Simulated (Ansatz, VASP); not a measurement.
# PtS2: VASP beside Ansatz

```xyz
3
Lattice="3.5912 0.0000 0.0000 -1.7956 3.1101 0.0000 0.0000 0.0000 4.7608" Properties=species:S:1:pos:R:3 pbc="T T T"
Pt    0.0000    0.0000    0.0000
S     0.0000    2.0734    1.1864
S     1.7956    1.0367    3.5744
```

Alike in both runs: functional PBEsol; k mesh 10 × 10 × 6; no spin polarisation.

Ansatz relaxed the structure, and its values are those at the end. VASP's run is a single point on that final structure, the one shown.

|  | VASP | Ansatz |
| --- | --- | --- |
| version | VASP 6.6.1 | Ansatz 0.2.0 |
| potentials or method | VASP PAW PBE potentials, release 64 (Pt, S), cutoff 520 eV | all-electron LAPW, scalar-relativistic |
| occupations | gaussian, width 0.01 eV | fixed |

Ansatz gave:

| Item | Value |
| --- | --- |
| gap on the k mesh at the Fermi level (eV) | 0.21 |
| pressure (GPa) | -1.1 |
| rms of the force components (eV/Å) | 0.000 |

Task: What did VASP give for the same quantities?

Result: gap on the k mesh at the Fermi level (eV): 0.21; pressure (GPa): -1.3; rms of the force components (eV/Å): 0.010.

VASP's potentials were made for PBE, not for PBEsol. Ansatz ran all-electron here, and VASP with PAW potentials. Ansatz's warnings: metallic iterate.

Neither program's run includes spin-orbit coupling.
